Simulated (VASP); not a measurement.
The system is Al.

```
Al
1.0
     0.00000    2.02398    2.02398
     2.02398    0.00000    2.02398
     2.02398    2.02398    0.00000
Al
1
Direct
  0.00000 0.00000 0.00000
```

Base run:

```yaml
Program: VASP 6.6.1
Functional: r2SCAN
Potentials_or_basis: VASP PAW PBE potentials, release 64 (Al)
Cutoff: 440 eV
k_mesh: 17 × 17 × 17
Occupations: fermi-dirac, width 0.03 eV
Spin: no spin polarisation
```

Its results: band gap on the k mesh zero (an odd number of electrons rules out a gap without spin polarisation); pressure -3.8 GPa.

**Question.** After a change of settings the same cell gave: band gap on the k mesh zero (an odd number of electrons rules out a gap without spin polarisation); pressure -0.5 GPa. Which change was it?
A. functional from r2SCAN to PBE; cutoff from 440 eV to 500 eV; further incar settings from ALGO = Normal; EDIFF = 1e-08; NBANDS = 8 to ALGO = Normal; EDIFF = 1e-06; NBANDS = 8
B. functional from r2SCAN to PBEsol; cutoff from 440 eV to 400 eV
C. cutoff from 440 eV to 550 eV; further incar settings from ALGO = Normal; EDIFF = 1e-08; NBANDS = 8 to ALGO = Normal; EDIFF = 1e-06; NBANDS = 8
D. functional from r2SCAN to PBEsol; cutoff from 440 eV to 500 eV; further incar settings from ALGO = Normal; EDIFF = 1e-08; NBANDS = 8 to ALGO = Normal; EDIFF = 1e-06; NBANDS = 8

**Answer.** A.

Caveats: the cell stands under tension (at least some runs); the PAW data sets were made with another functional, which shifts forces and pressure a little (at least some runs).
